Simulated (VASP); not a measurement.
Runs of VASP 6.6.1 on TiC. The structure is that of space group P-6m2 (No. 187), or close to it. The cells are those of the table. 

```tsv
task	cell	smearing	k mesh for the DOS	occupations for the DOS	gap on the mesh (eV)	pressure (GPa)
single point	a = 2.980, b = 2.980, c = 2.643 Å, angles 90.0, 90.0, 120.0°, 2 atoms	fermi-dirac 0.05 eV	-	-	none	15.5
single point	a = 3.042, b = 3.042, c = 2.698 Å, angles 90.0, 90.0, 120.0°, 2 atoms	gaussian 0.02 eV	-	-	none	0.1
single point	a = 3.042, b = 3.042, c = 2.698 Å, angles 90.0, 90.0, 120.0°, 2 atoms	gaussian 0.024 eV	-	-	none	0.3
single point	a = 3.042, b = 3.042, c = 2.698 Å, angles 90.0, 90.0, 120.0°, 2 atoms	gaussian 0.016 eV	-	-	none	0.3
single point	a = 3.042, b = 3.042, c = 2.698 Å, angles 90.0, 90.0, 120.0°, 2 atoms	gaussian 0.018 eV	-	-	none	0.1
single point	a = 3.102, b = 3.102, c = 2.751 Å, angles 90.0, 90.0, 120.0°, 2 atoms	fermi-dirac 0.05 eV	-	-	none	(a)
single point	a = 3.042, b = 3.042, c = 2.698 Å, angles 90.0, 90.0, 120.0°, 2 atoms	gaussian 0.019 eV	-	-	none	0.3
```

Alike in all rows: level PBE; potentials or basis VASP PAW PBE potentials, release 64 (Ti_sv, C); no spin polarisation; k mesh 10 × 10 × 10; cutoff (eV) 520.

**Question.** Fill in the values left out.

**Answer.** (a) -11.0.

A gap of «none» marks levels without a gap at the run's occupations.
